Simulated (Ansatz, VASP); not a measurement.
# One calculation of Ge, two programs

```
Ge
1.0
    -2.49590    2.69725    1.43695
     2.49590   -2.69725    1.43695
     2.49590    2.69725   -1.43695
Ge
2
Direct
  0.18594 0.93594 0.25000
  0.81406 0.06406 0.75000
```

Change from the starting cell: strain +0.0175 x Voigt [0, 1, 0, 0, 0, 0], atoms carried along.

Alike in both runs: task single point; functional PBEsol; k mesh 20 × 20 × 20; occupations gaussian, width 0.15 eV; no spin polarisation.

|  | VASP | Ansatz |
| --- | --- | --- |
| version | VASP 6.6.1 | Ansatz 0.2.0 |
| potentials or method | VASP PAW PBE potentials, release 64 (Ge_d), cutoff 520 eV | scalar-relativistic, plane waves, PAW |
| valence electrons in the cell | 28 | 28 |

|  | VASP | Ansatz | Ansatz less VASP |
| --- | --- | --- | --- |
| gap on the k mesh at the Fermi level (eV) | none | none | - |
| pressure (GPa) | -3.7 | -3.6 | +0.08 |
| traceless stress, the component that is largest in VASP (GPa) | -2.10 | -2.08 | +0.023 |
| rms of the force components (eV/Å) | 0.010 | 0.009 | -0.0005 |

VASP's potentials were made for PBE, not for PBEsol. Atom by atom the forces differ by 0.001 eV/Å (rms over components). A gap of «none» marks a metal or a gap that the smearing closes.
